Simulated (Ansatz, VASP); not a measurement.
## BaS in VASP and in Ansatz

INCAR

```
  PREC = Accurate
  ENCUT = 520
  EDIFF = 1E-6
  ISMEAR = 0
  SIGMA = 0.05
  LREAL = F
  LASPH = T
  NELM = 80
  ALGO = Normal
  ISIF = 2
  LWAVE = F
  LCHARG = F
  GGA = PE
  NBANDS = 15
```

Contents of KPOINTS:

```
regular mesh
0
Gamma
  10 10 8
```

The input POSCAR:

```
BaS
1.0
    4.3262463041      0.0256304189     -0.0246640051
   -2.1409265582      3.7957544287      0.0326216174
   -0.0224761818      0.0213502077      3.9674903877
Ba S
1 1
Direct
   -0.0145192232     -0.0035207924     -0.0015389846
    0.6811858899      0.3368541257      0.5015389846
```

Input for Ansatz:

```yaml
crystal:
  lattice:
    - [4.3262463041, 0.0256304189, -0.0246640051]
    - [-2.1409265582, 3.7957544287, 0.0326216174]
    - [-0.0224761818, 0.0213502077, 3.9674903877]
  atoms:
    - { symbol: Ba, position: [-0.0145192232, -0.0035207924, -0.0015389846] }
    - { symbol: S, position: [0.6811858899, 0.3368541257, 0.5015389846] }
basis:
  ecutwfc: 420
  ecutrho_ratio: 4
kpoints:
  mp_grid: { grid: [10, 10, 8] }
hamiltonian:
  xc: pbe
scf:
  occupations: { method: gaussian, width: 0.05 }
output:
  forces: true
  stress: true
  eigenvalues: true
```

Change from the starting cell: all atoms moved at random (sigma 0.15 Å), cell strained at random (1 %).

Alike in both runs: task single point; functional PBE; k mesh 10 × 10 × 8; occupations gaussian, width 0.05 eV; no spin polarisation.

```csv
,VASP,Ansatz
version,VASP 6.6.1,Ansatz 0.2.0
potentials or method,"VASP PAW PBE potentials, release 64 (Ba_sv, S), cutoff 520 eV","scalar-relativistic, plane waves, PAW"
valence electrons in the cell,16,16
```

```csv
,VASP,Ansatz,Ansatz less VASP
gap on the k mesh at the Fermi level (eV),1.97,2.04,+0.073
least direct gap on the mesh (eV),1.97,2.04,+0.073
pressure (GPa),1.0,0.4,-0.64
"traceless stress, the component that is largest in VASP (GPa)",-0.79,-0.69,+0.099
rms of the force components (eV/Å),0.172,0.154,-0.0171
```

Atom by atom the forces differ by 0.017 eV/Å (rms over components).

Neither program's run includes spin-orbit coupling.
